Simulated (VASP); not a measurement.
Set up this calculation in VASP 6.6.1, as the native input.

| Property | Result |
| --- | --- |
| Task | single point |
| Functional | PBE |
| Potentials or basis | VASP PAW PBE potentials, release 64 (Sb, S) |
| Cutoff | 520 eV |
| k mesh | 3 × 3 × 3 |
| Occupations | gaussian, width 0.1 eV |
| Spin | no spin polarisation |
| Dipole correction | no |
| Further INCAR settings | ALGO = Normal; EDIFF = 1e-06; NBANDS = 22 |

The structure of Sb3S2 lies in POSCAR:

```
Sb3S2
1.0
    3.1896844212      1.8415651576      4.6548466221
   -3.1896844212      1.8415651576      4.6548466221
    0.0000000000     -3.6831303200      4.6548466202
Sb S
3 2
Direct
    0.2650407656      0.7799853326      0.2650407656
    0.2650407656      0.2650407656      0.7799853326
    0.7799853326      0.2650407656      0.2650407656
    0.2949040145      0.2949040145      0.2949040145
    0.9628781817      0.9628781817      0.9628781817
```

The input as run:

INCAR

```
ALGO = Normal ; EDIFF = 1E-6
ENCUT = 520 ; GGA = PE
ISIF = 2 ; ISMEAR = 0
LASPH = T ; LCHARG = F
LREAL = F ; LWAVE = F
NBANDS = 22 ; NELM = 100
PREC = Accurate ; SIGMA = 0.1
```

KPOINTS

```
k-points
0
Gamma
  3 3 3
```

Potentials or basis: VASP PAW PBE potentials, release 64 (Sb, S).

Command:

```sh
$ cat potpaw_PBE.64/Sb/POTCAR potpaw_PBE.64/S/POTCAR > POTCAR
$ mpirun -np 1 vasp_std > vasp.out
```

Results of the run:

- Pressure: 0.0 GPa
- Largest force: 0.022 eV/Å

Caveat: the k points lie up to 0.41 Å⁻¹ apart.

Run time: 20 s on 1 thread of Intel(R) Xeon(R) 6975P-C (Granite Rapids) (shared host), peak memory 0.31 GiB.
